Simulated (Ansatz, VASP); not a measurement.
## Rb in VASP and in Ansatz

```
Rb
1.0
     5.16153    0.00000    0.00000
    -2.58076    4.47001    0.00000
     0.00000    0.00000    8.31045
Rb
2
Direct
  0.33333 0.66667 0.25000
  0.66667 0.33333 0.75000
```

Alike in both runs: task single point; functional PBEsol; k mesh 9 × 9 × 6; occupations gaussian, width 0.1 eV; no spin polarisation.

|  | VASP | Ansatz |
| --- | --- | --- |
| version | VASP 6.6.1 | Ansatz 0.2.0 |
| potentials or method | VASP PAW PBE potentials, release 64 (Rb_sv), cutoff 520 eV | scalar-relativistic, plane waves, PAW |
| valence electrons in the cell | 18 | 18 |

|  | VASP | Ansatz | Ansatz less VASP |
| --- | --- | --- | --- |
| gap on the k mesh at the Fermi level (eV) | none | none | - |
| pressure (GPa) | -0.2 | -0.2 | 0.00 |
| traceless stress, the component that is largest in VASP (GPa) | 0.07 | 0.07 | 0.000 |

VASP's potentials were made for PBE, not for PBEsol. A gap of «none» marks a metal or a gap that the smearing closes.
